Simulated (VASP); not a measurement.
# InAs (zincblende type) (F-43m) in VASP: notebook

The runs below take InAs (zincblende type) through single point, with r2SCAN.

All numbers are computed with VASP 6.6.1; they aren't measurements. Logs are shortened: lines on timing, memory, paths and dates and some standing lists are left out, and cuts for length are marked.

## Step 1: The cell of the first run

The structure is cubic, space group F-43m (No. 216). The conventional cell has a = 5.855 Å, b = 5.855 Å, c = 5.855 Å, α = 90.00°, β = 90.00°, γ = 90.00°. Within 3.3 Å of In (site symmetry -43m) lie 4 As at 2.54 Å. As (site symmetry -43m) has 4 In at 2.54 Å within 3.3 Å.

## Step 2: Single point, r2SCAN (volume scaled by 0.88)

POSCAR

```
InAs
1.0
    0.0000000000      2.9275633063      2.9275633063
    2.9275633063      0.0000000000      2.9275633063
    2.9275633063      2.9275633063      0.0000000000
In As
1 1
Direct
    0.0000000000      0.0000000000      0.0000000000
    0.2500000000      0.2500000000      0.2500000000
```

INCAR.step1

```
SYSTEM = InAs
PREC = Accurate ; ENCUT = 520
ISMEAR = -1 ; SIGMA = 0.1
LREAL = .False. ; LASPH = .True.
NELM = 100 ; NBANDS = 16
GGA = PE ; ALGO = Normal
EDIFF = 1E-4 ; LWAVE = .True.
LCHARG = .False.
```

INCAR.step2

```
SYSTEM = InAs
PREC = Accurate ; ENCUT = 520
EDIFF = 1E-6 ; ISMEAR = -1
SIGMA = 0.1 ; LREAL = .False.
LASPH = .True. ; NELM = 100
ALGO = Normal ; ISIF = 2
LWAVE = .False. ; LCHARG = .True.
METAGGA = R2SCAN ; LMIXTAU = .True.
LELF = .True. ; LVHAR = .True.
NBANDS = 16 ; ISTART = 1
```

KPOINTS

```
regular mesh
0
Gamma
  11 11 11
  0 0 0
```

Potentials or basis: VASP PAW PBE potentials, release 64 (In_d, As).

Launch:

```sh
$ cat potpaw_PBE.64/In_d/POTCAR potpaw_PBE.64/As/POTCAR > POTCAR
$ cp INCAR.step1 INCAR
$ mpirun -np 1 vasp_std > vasp.out
$ cp INCAR.step2 INCAR
$ mpirun -np 1 vasp_std > vasp.out
```

OUTCAR:

```text
SYSTEM = InAs
   PREC = Accurate
   ENCUT = 520
   EDIFF = 1E-6
   ISMEAR = -1
   LREAL = .False.
   LASPH = .True.
   NELM = 100
   ISIF = 2
   METAGGA = R2SCAN
   ISTART = 1

 ion  position               nearest neighbor table
   1  0.000  0.000  0.000-   2 2.54   2 2.54   2 2.54   2 2.54
   2  0.250  0.250  0.250-   1 2.54   1 2.54   1 2.54   1 2.54

  LATTYP: Found a face centered cubic cell.
 ALAT       =     5.8551266126

  Lattice vectors:

 A1 = (   0.0000000000,   2.9275633063,   2.9275633063)
 A2 = (   2.9275633063,   0.0000000000,   2.9275633063)
 A3 = (   2.9275633063,   2.9275633063,   0.0000000000)

Analysis of symmetry for initial positions (statically):
=====================================================================
 Subroutine PRICEL returns:
 Original cell was already a primitive cell.

 Routine SETGRP: Setting up the symmetry group for a
 face centered cubic supercell.

 Subroutine GETGRP returns: Found 24 space group operations
 (whereof 24 operations were pure point group operations)
 out of a pool of 48 trial point group operations.

The static configuration has the point symmetry T_d .

Analysis of symmetry for dynamics (positions and initial velocities):
=====================================================================
 Subroutine PRICEL returns:
 Original cell was already a primitive cell.

 Routine SETGRP: Setting up the symmetry group for a
 face centered cubic supercell.

 Subroutine GETGRP returns: Found 24 space group operations
 (whereof 24 operations were pure point group operations)
 out of a pool of 48 trial point group operations.

The dynamic configuration has the point symmetry T_d .

 Subroutine INISYM returns: Found 24 space group operations
 (whereof 24 operations are pure point group operations),
 and found     1 'primitive' translations

----------------------------------------------------------------------------------------

                                     Primitive cell

  volume of cell :      50.1821

  direct lattice vectors                    reciprocal lattice vectors
     0.000000000  2.927563306  2.927563306    -0.170790500  0.170790500  0.170790500
     2.927563306  0.000000000  2.927563306     0.170790500 -0.170790500  0.170790500
     2.927563306  2.927563306  0.000000000     0.170790500  0.170790500 -0.170790500

  length of vectors
     4.140199732  4.140199732  4.140199732     0.295817823  0.295817823  0.295817823

  position of ions in fractional coordinates (direct lattice)
     0.000000000  0.000000000  0.000000000
     0.250000000  0.250000000  0.250000000

  ion indices of the primitive-cell ions
   primitive index   ion index
                 1           1
                 2           2

----------------------------------------------------------------------------------------

 KPOINTS: regular mesh

Automatic generation of k-mesh.
 Grid dimensions read from file:
 generate k-points for:   11   11   11

 Generating k-lattice:

  Cartesian coordinates                     Fractional coordinates (reciprocal lattice)
    -0.015526409  0.015526409  0.015526409     0.090909091  0.000000000  0.000000000
     0.015526409 -0.015526409  0.015526409     0.000000000  0.090909091  0.000000000
     0.015526409  0.015526409 -0.015526409     0.000000000  0.000000000  0.090909091

  Length of vectors
     0.026892529  0.026892529  0.026892529

  Shift w.r.t. Gamma in fractional coordinates (k-lattice)
     0.000000000  0.000000000  0.000000000

 Subroutine IBZKPT returns following result:
 ===========================================

 Found     56 irreducible k-points:

 Following reciprocal coordinates:
            Coordinates               Weight
  0.000000  0.000000  0.000000      1.000000
  0.090909  0.000000  0.000000      8.000000
  0.181818  0.000000  0.000000      8.000000
  0.272727  0.000000  0.000000      8.000000
  0.363636  0.000000  0.000000      8.000000
  0.454545  0.000000  0.000000      8.000000
[... 16 lines left out ...]
 -0.272727  0.181818  0.000000     24.000000
 -0.181818  0.181818  0.000000     12.000000
 [... further k-points ...]
   k-points           NKPTS =     56   k-points in BZ     NKDIM =     56   number of bands    NBANDS=     16
   number of dos      NEDOS =    301   number of ions     NIONS =      2
   total plane-waves  NPLWV =  32768
   dimension x,y,z NGX =    32 NGY =   32 NGZ =   32
   dimension x,y,z NGXF=    64 NGYF=   64 NGZF=   64
   ions per type =               1   1
   NGX,Y,Z   is equivalent  to a cutoff of  12.85, 12.85, 12.85 a.u.
   NGXF,Y,Z  is equivalent  to a cutoff of  25.70, 25.70, 25.70 a.u.
 SYSTEM =  InAs
   PREC   = accura    normal or accurate (medium, high low for compatibility)
   ISTART =      1    job   : 0-new  1-cont  2-samecut
   ICHARG =      0    charge: 1-file 2-atom 10-const
   ISPIN  =      1    spin polarized calculation?
   LNONCOLLINEAR =      F non collinear calculations
   LSORBIT =      F    spin-orbit coupling
   LASPH  =      T    aspherical Exc in radial PAW
   ENCUT  =  520.0 eV  38.22 Ry    6.18 a.u.   7.70  7.70  7.70*2*pi/ulx,y,z
   NELM   =    100;   NELMIN=  2; NELMDL=  0     # of ELM steps
   EDIFF  = 0.1E-05   stopping-criterion for ELM
   LREAL  =      F    real-space projection
   EDIFFG = 0.1E-04   stopping-criterion for IOM
   NSW    =      0    number of steps for IOM
   IBRION =     -1    ionic relax: 0-MD 1-quasi-New 2-CG
   NFREE  =      0    steps in history (QN), initial steepest desc. (CG)
   ISIF   =      2    stress and relaxation
   ISYM   =      2    0-nonsym 1-usesym 2-fastsym
   POTIM  = 0.5000    time-step for ionic-motion
   TEBEG  =    0.0;   TEEND  =   0.0 temperature during run
   PSTRESS=    0.0 pullay stress
   NELECT =      18.0000    total number of electrons
   NUPDOWN=      -1.0000    fix difference up-down
   EMIN   =  10.00;   EMAX   =-10.00  energy-range for DOS
   EFERMI =   0.00;   METHOD = LEGACY
   ISMEAR =    -1;   SIGMA  =   0.10  broadening in eV -4-tet -1-fermi 0-gaus
   EFERMI_NEDOS =   21; number of points for ismear=-14 and -15
   IALGO  =     38    algorithm
   IMIX   =      4    mixing-type and parameters
     AMIX     =   0.40;   BMIX     =  1.00
     AMIX_MAG =   1.60;   BMIX_MAG =  1.00
  volume/ion in A,a.u.               =      25.09       169.32
  Fermi-wavevector in a.u.,A,eV,Ry     =   1.163187  2.198104 18.408723  1.353003
  Thomas-Fermi vector in A             =   2.299739
   LORBIT       =      0    0 simple, 1 ext, 2 COOP (PROOUT), +10 PAW based schemes
   METAGGA = R2SCAN    functional components
   LHFCALC =     F    Hartree Fock is set to
   AEXX    =    0.0000 exact exchange contribution
   IVDW    =     0    specifies the selected vdW correction
   LEPSILON=     F    determine dielectric tensor
   LRPA    =     F    only Hartree local field effects (RPA)
 non-spin polarized calculation
  energy-cutoff  :      520.00
  volume of cell :       50.18
 maximum number of plane-waves:      1365
   NGX = 15   NGY = 15   NGZ = 15

 number of electron      18.0000004 magnetization

 Free energy of the ion-electron system (eV)
  ---------------------------------------------------
  ext. energy  EPLUGINS =         0.00000000
  ---------------------------------------------------
  free energy    TOTEN  =       -37.87340730 eV

  energy without entropy =      -37.87329961  energy(sigma->0) =      -37.87335346

 E-fermi :   5.8369     XC(G=0): -10.1144

 val. band max:        5.3189633048   @ k =   0.0000   0.0000   0.0000
 cond. band min:       6.1067360123   @ k =   0.0000   0.0000   0.0000
 fundamental gap:      0.7877727075
 Fermi energy:         5.8369052024

 k-point     1 :       0.0000    0.0000    0.0000
  band No.  band energies     occupation
      1      -9.7602      2.00000
      2      -9.7602      2.00000
      3      -9.7602      2.00000
      4      -9.5616      2.00000
      5      -9.5616      2.00000
      6      -7.6800      2.00000
[... 8 lines left out ...]
     15      15.7429      0.00000
     16      15.7429      0.00000

 k-point     2 :       0.0909    0.0000    0.0000
  band No.  band energies     occupation
      1      -9.7799      2.00000
      2      -9.7554      2.00000
      3      -9.7554      2.00000
      4      -9.5618      2.00000
      5      -9.5618      2.00000
      6      -7.5703      2.00000
[... 8 lines left out ...]
     15      15.0234      0.00000
     16      15.0234      0.00000

 k-point     3 :       0.1818    0.0000    0.0000
  band No.  band energies     occupation
      1      -9.8285      2.00000
      2      -9.7430      2.00000
      3      -9.7430      2.00000
      4      -9.5616      2.00000
      5      -9.5616      2.00000
      6      -7.2579      2.00000
[... 8 lines left out ...]
     15      14.4779      0.00000
     16      14.7349      0.00000

 k-point     4 :       0.2727    0.0000    0.0000
  band No.  band energies     occupation
      1      -9.8847      2.00000
      2      -9.7286      2.00000
      3      -9.7286      2.00000
      4      -9.5594      2.00000
      5      -9.5594      2.00000
      6      -6.7896      2.00000
[... 8 lines left out ...]
     15      14.6248      0.00000
     16      14.6248      0.00000

 k-point     5 :       0.3636    0.0000    0.0000
  band No.  band energies     occupation
      1      -9.9311      2.00000
      2      -9.7175      2.00000
      3      -9.7175      2.00000
      4      -9.5549      2.00000
      5      -9.5549      2.00000
      6      -6.2567      2.00000
[... 8 lines left out ...]
     15      15.4961      0.00000
     16      15.4961      0.00000

 k-point     6 :       0.4545    0.0000    0.0000
  band No.  band energies     occupation
      1      -9.9568      2.00000
      2      -9.7121      2.00000
      3      -9.7121      2.00000
      4      -9.5511      2.00000
      5      -9.5511      2.00000
      6      -5.8530      2.00000
[... 8 lines left out ...]
     15      16.7339      0.00000
     16      16.7339      0.00000
[... 267 lines left out ...]
 k-point    21 :      -0.4545    0.1818    0.0000
  band No.  band energies     occupation
      1      -9.9768      2.00000
      2      -9.6984      2.00000
      3      -9.6881      2.00000
      4      -9.5679      2.00000
      5      -9.5494      2.00000
      6      -5.5533      2.00000
[... 8 lines left out ...]
     15      16.5156      0.00000
     16      16.7211      0.00000

 k-point    22 :      -0.3636    0.1818    0.0000
  band No.  band energies     occupation
      1      -9.9669      2.00000
      2      -9.7007      2.00000
      3      -9.6941      2.00000
      4      -9.5602      2.00000
      5      -9.5581      2.00000
      6      -5.7020      2.00000
[... 8 lines left out ...]
     15      15.4238      0.00000
     16      16.7320      0.00000

 k-point    23 :      -0.2727    0.1818    0.0000
  band No.  band energies     occupation
      1      -9.9402      2.00000
      2      -9.7066      2.00000
      3      -9.7060      2.00000
      4      -9.5657      2.00000
      5      -9.5562      2.00000
      6      -6.1452      2.00000
[... 8 lines left out ...]
     15      16.1361      0.00000
     16      17.6676      0.00000

 k-point    24 :      -0.1818    0.1818    0.0000
  band No.  band energies     occupation
      1      -9.9017      2.00000
      2      -9.7229      2.00000
      3      -9.7153      2.00000
      4      -9.5685      2.00000
      5      -9.5555      2.00000
      6      -6.6357      2.00000
[... 8 lines left out ...]
     15      15.7857      0.00000
     16      16.7823      0.00000

 [... further k-points ...]
[... 5 lines left out ...]
  --------------------------------------------------------------------------------------
  -------------------------------------------------------------------------------------
  Total        3.0956991      3.0956991      3.0956991      0.0000000      0.0000000      0.0000000
  in kB       98.8372007     98.8372007     98.8372007      0.0000000      0.0000000      0.0000000
  external PRESSURE =      98.8372007 kB  Pullay stress =       0.0000000 kB

 VOLUME and BASIS-vectors are now :
 -----------------------------------------------------------------------------
  energy-cutoff  :      520.00
  volume of cell :       50.18
      direct lattice vectors                 reciprocal lattice vectors
     0.000000000  2.927563306  2.927563306    -0.170790500  0.170790500  0.170790500
     2.927563306  0.000000000  2.927563306     0.170790500 -0.170790500  0.170790500
     2.927563306  2.927563306  0.000000000     0.170790500  0.170790500 -0.170790500

 POSITION                                       TOTAL-FORCE (eV/Angst)
 -----------------------------------------------------------------------------------
      0.00000      0.00000      0.00000         0.000000      0.000000      0.000000
      1.46378      1.46378      1.46378        -0.000000     -0.000000     -0.000000
 -----------------------------------------------------------------------------------
    total drift:                               -0.000003     -0.000003     -0.000002

  FREE ENERGIE OF THE ION-ELECTRON SYSTEM (eV)
  ---------------------------------------------------
  free  energy   TOTEN  =       -37.8734072996 eV

  energy  without entropy=      -37.8732996116  energy(sigma->0) =      -37.87335346
```

Run time: 49 s. Hardware: 1 thread of Intel Xeon 6975P-C (Granite Rapids), shared host; peak memory 0.2 GiB.

Results:

```
Free energy            : -37.8734 eV
Pressure               : 9.9 GPa
Band gap on the k mesh : 0.79 eV, direct
```

Caveat: the cell differs from its parent crystal (volume scaled by 0.88); the PAW data sets were made with another functional, which shifts forces and pressure a little; spin-orbit coupling is left out, which moves the levels of the heavy elements.

## Step 3: Single point, r2SCAN (volume scaled by 0.94)

POSCAR

```
InAs
1.0
    0.0000000000      2.9926414641      2.9926414641
    2.9926414641      0.0000000000      2.9926414641
    2.9926414641      2.9926414641      0.0000000000
In As
1 1
Direct
    0.0000000000      0.0000000000      0.0000000000
    0.2500000000      0.2500000000      0.2500000000
```

INCAR.step1

```
PREC = Accurate ; ENCUT = 520
ISMEAR = -1 ; SIGMA = 0.1
LREAL = False ; LASPH = True
NELM = 60 ; NBANDS = 16
GGA = PE ; ALGO = Normal
EDIFF = 1E-4 ; LWAVE = True
LCHARG = False
```

INCAR.step2

```
PREC = Accurate ; ENCUT = 520
EDIFF = 1E-6 ; ISMEAR = -1
SIGMA = 0.1 ; LREAL = False
LASPH = True ; NELM = 60
ALGO = Normal ; ISIF = 2
LWAVE = False ; LCHARG = True
METAGGA = R2SCAN ; LMIXTAU = True
LELF = True ; LVHAR = True
NBANDS = 16 ; ISTART = 1
```

KPOINTS

```
Automatic mesh
0
Gamma
  11 11 11
```

Potentials or basis: VASP PAW PBE potentials, release 64 (In_d, As).

Launch:

```sh
$ cat potpaw_PBE.64/In_d/POTCAR potpaw_PBE.64/As/POTCAR > POTCAR
$ cp INCAR.step1 INCAR
$ mpirun -np 1 vasp_std > vasp.out
$ cp INCAR.step2 INCAR
$ mpirun -np 1 vasp_std > vasp.out
```

It took 57 s on 1 thread of Intel Xeon 6975P-C (Granite Rapids), shared host; peak memory 0.21 GiB.

The run converged. Its results:

| Item | Value |
| --- | --- |
| Free energy | -38.0202 eV |
| Pressure | 4.1 GPa |
| Band gap on the k mesh | 0.42 eV, direct |

Levels at points of the mesh, in eV from the valence-band top:
| k point | band 6 | band 7 | band 8 | band 9 | band 10 | band 11 | band 12 | band 13 |
| --- | --- | --- | --- | --- | --- | --- | --- | --- |
| (0.00, 0.00, 0.00) | -12.51 | 0.00 | 0.00 | 0.00 | 0.42 | 4.29 | 4.29 | 4.29 |

Caveat: the cell differs from its parent crystal (volume scaled by 0.94); the PAW data sets were made with another functional, which shifts forces and pressure a little; spin-orbit coupling is left out, which moves the levels of the heavy elements.

## Step 4: Single point, r2SCAN

This run uses another cell than the first one, of 28.51 Å³/atom, 1.136 times its volume.

POSCAR

```
InAs
1.0
    0.0000000000      3.0550060250      3.0550060250
    3.0550060250      0.0000000000      3.0550060250
    3.0550060250      3.0550060250      0.0000000000
In As
1 1
Direct
    0.0000000000      0.0000000000      0.0000000000
    0.2500000000      0.2500000000      0.2500000000
```

INCAR.step1

```
SYSTEM = InAs
PREC = Accurate
ENCUT = 520
ISMEAR = -1
SIGMA = 0.1
LREAL = .FALSE.
LASPH = .TRUE.
NELM = 100
NBANDS = 16
GGA = PE
ALGO = Normal
EDIFF = 1E-4
LWAVE = .TRUE.
LCHARG = .FALSE.
```

INCAR.step2

```
SYSTEM = InAs
PREC = Accurate
ENCUT = 520
EDIFF = 1E-6
ISMEAR = -1
SIGMA = 0.1
LREAL = .FALSE.
LASPH = .TRUE.
NELM = 100
ALGO = Normal
ISIF = 2
LWAVE = .FALSE.
LCHARG = .FALSE.
METAGGA = R2SCAN
LMIXTAU = .TRUE.
NBANDS = 16
ISTART = 1
```

KPOINTS

```
regular mesh
0
G
  11 11 11
  0 0 0
```

Launch:

```sh
$ cat potpaw_PBE.64/In_d/POTCAR potpaw_PBE.64/As/POTCAR > POTCAR
$ cp INCAR.step1 INCAR
$ mpirun -np 1 vasp_std > vasp.out
$ cp INCAR.step2 INCAR
$ mpirun -np 1 vasp_std > vasp.out
```

Wall time 57 s (1 thread of Intel Xeon 6975P-C (Granite Rapids), shared host); peak memory 0.22 GiB.

Results (log left out):

| Item | Value |
| --- | --- |
| Free energy | -38.0622 eV |
| Pressure | 0.0 GPa |

Levels at points of the mesh, in eV from the Fermi level:
```
           k point  band 5  band 6  band 7  band 8  band 9  band 10  band 11  band 12  band 13  band 14
(0.00, 0.00, 0.00)  -14.93  -12.38   -0.28   -0.28   -0.28    -0.20     3.98     3.98     3.98     7.67
```

Caveat: the PAW data sets were made with another functional, which shifts forces and pressure a little; spin-orbit coupling is left out, which moves the levels of the heavy elements.

## Step 5: Overview

```csv
cell,gap on the mesh (eV),pressure (GPa)
"a = 4.140 Å, angles 60.0°, 2 atoms",0.79,9.9
"a = 4.232 Å, angles 60.0°, 2 atoms",0.42,4.1
"a = 4.320 Å, angles 60.0°, 2 atoms",-,0.0
```

Alike in all rows: task single point; level r2SCAN; potentials or basis VASP PAW PBE potentials, release 64 (In_d, As); no spin polarisation; k mesh 11 × 11 × 11; cutoff (eV) 520; smearing fermi-dirac 0.1 eV.

Caveats: the PAW data sets were made with another functional, which shifts forces and pressure a little; spin-orbit coupling is left out, which moves the levels of the heavy elements.

Total energies depend on the potentials used, so only differences within one code and one set of settings carry meaning.
